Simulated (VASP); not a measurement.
Input of a VASP 6.6.1 run:

Contents of INCAR:

```
SYSTEM = TiSi2
PREC = Accurate ; ENCUT = 520
EDIFF = 1E-6 ; ISMEAR = 0
SIGMA = 0.15 ; LREAL = .FALSE.
LASPH = .TRUE. ; NELM = 100
ALGO = Normal ; ISIF = 2
LWAVE = .FALSE. ; LCHARG = .FALSE.
NBANDS = 17
```

KPOINTS

```
Automatic mesh
0
G
  18 18 18
  0 0 0
```

The input POSCAR:

```
TiSi2
1.0
   -1.4277517468      1.6546906668      4.0625611948
    1.4277517468     -1.6546906668      4.0625611948
    1.4277517468      1.6546906668     -4.0625611948
Ti Si
1 2
Direct
    0.0000000000      0.0000000000      0.0000000000
    0.3490558154      0.3490558154      0.0000000000
    0.6509441846      0.6509441846      0.0000000000
```

Potentials or basis: VASP PAW LDA potentials, release 64 (Ti_sv, Si).

Command:

```bash
$ cat potpaw_LDA.64/Ti_sv/POTCAR potpaw_LDA.64/Si/POTCAR > POTCAR
$ mpirun -np 1 vasp_std > vasp.out
```

(1) Estimate the largest force.

(2) Predict the band gap on the k mesh.

(3) Estimate the pressure.

## Answers

(1) 1.977 eV/Å.

(2) zero (bands 10 and 11 overlap by 2.88 eV).

(3) 14.5 GPa.

Caveat: the cell differs from its parent crystal (atoms shifted along a free coordinate); the cell stands under pressure; forces of over 1 eV/Å act on the atoms, so gaps and moduli don't describe the material at rest.
